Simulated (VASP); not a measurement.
The system is Na.

```
Na
1.0
     0.00000    3.70619    3.70619
     3.70619    0.00000    3.70619
     3.70619    3.70619    0.00000
Na
2
Direct
  0.12500 0.12500 0.12500
  0.87500 0.87500 0.87500
```

* Program: VASP 6.6.1
* Task: relaxation of cell and atoms
* Functional: PBE
* Potentials or basis: VASP PAW PBE potentials, release 64 (Na_pv)
* Cutoff: 600 eV
* k mesh: 8 × 8 × 8
* Occupations: fermi-dirac, width 0.1 eV
* Spin: no spin polarisation

At the start: pressure 0.2 GPa; volume 50.91 Å³/atom.

Question: How do energy, volume and symmetry change on relaxing?

Answer: Over 4 steps the energy falls by 2.3 meV/atom and the volume is 54.35 Å³/atom (+6.8 %); space group Fd-3m (No. 227, to 0.05 Å).

The path:
| step | energy change (eV) | largest force (eV/Å) | pressure (GPa) | volume (Å³) |
| --- | --- | --- | --- | --- |
| 1 | 0.0000 | 0.0000 | 0.22 | 101.82 |
| 2 | -0.0013 | 0.0000 | 0.17 | 102.84 |
| 3 | -0.0031 | 0.0000 | 0.14 | 104.77 |
| 4 | -0.0046 | 0.0000 | 0.02 | 108.70 |

Final structure:
```
Na
1.0
     0.00000    3.78790    3.78790
     3.78790    0.00000    3.78790
     3.78790    3.78790    0.00000
Na
2
Direct
  0.12500 0.12500 0.12500
  0.87500 0.87500 0.87500
```
